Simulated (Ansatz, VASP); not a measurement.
## One calculation of Al2Cu, two programs

INCAR

```
SYSTEM = Al2Cu
ALGO = Fast
EDIFF = 1E-6
ENCUT = 520
GGA = PE
ISIF = 2
ISMEAR = 0
LASPH = .TRUE.
LCHARG = .FALSE.
LREAL = .FALSE.
LWAVE = .FALSE.
NBANDS = 26
NELM = 80
PREC = Accurate
SIGMA = 0.15
```

File KPOINTS:

```
k-points
0
G
  12 12 12
  0 0 0
```

File POSCAR:

```
Al2Cu
1.0
   -3.0261888817      3.0261888817      2.3683689267
    3.0261888817     -3.0261888817      2.3683689267
    3.0261888817      3.0261888817     -2.3683689267
Al Cu
4 2
Direct
    0.1587211842      0.6587211842      0.8174423684
    0.6587211842      0.8412788158      0.5000000000
    0.8412788158      0.3412788158      0.1825576316
    0.3412788158      0.1587211842      0.5000000000
    0.7500000000      0.7500000000      0.0000000000
    0.2500000000      0.2500000000      0.0000000000
```

Input for Ansatz:

```yaml
crystal:
  lattice:
    - [-3.0261888817, 3.0261888817, 2.3683689267]
    - [3.0261888817, -3.0261888817, 2.3683689267]
    - [3.0261888817, 3.0261888817, -2.3683689267]
  atoms:
    - { symbol: Al, position: [0.1587211842, 0.6587211842, 0.8174423684] }
    - { symbol: Al, position: [0.6587211842, 0.8412788158, 0.5] }
    - { symbol: Al, position: [0.8412788158, 0.3412788158, 0.1825576316] }
    - { symbol: Al, position: [0.3412788158, 0.1587211842, 0.5] }
    - { symbol: Cu, position: [0.75, 0.75, 0.0] }
    - { symbol: Cu, position: [0.25, 0.25, 0.0] }
basis:
  ecutwfc: 420
kpoints:
  mp_grid: { grid: [12, 12, 12] }
hamiltonian:
  xc: pbe
scf:
  occupations: { method: gaussian, width: 0.15 }
output:
  forces: true
  stress: true
  eigenvalues: true
```

Change from the starting cell: strain +0.000 along x and y, -0.030 along z, atoms carried along.

Alike in both runs: task single point; functional PBE; k mesh 12 × 12 × 12; occupations gaussian, width 0.15 eV; no spin polarisation.

```csv
,VASP,Ansatz
version,VASP 6.6.1,Ansatz 0.2.0
potentials or method,"VASP PAW PBE potentials, release 64 (Al, Cu), cutoff 520 eV","scalar-relativistic, plane waves, PAW"
valence electrons in the cell,34,50
```

```tsv
	VASP	Ansatz	Ansatz less VASP
gap on the k mesh at the Fermi level (eV)	none	none	-
pressure (GPa)	3.4	3.4	-0.05
traceless stress, the component that is largest in VASP (GPa)	2.53	2.54	+0.010
rms of the force components (eV/Å)	0.054	0.053	-0.0016
```

Atom by atom the forces differ by 0.002 eV/Å (rms over components). A gap of «none» marks a metal or a gap that the smearing closes. VASP's potentials hold 34 valence electrons a cell and Ansatz's 50, so a difference there can come from the potentials and not from the codes.
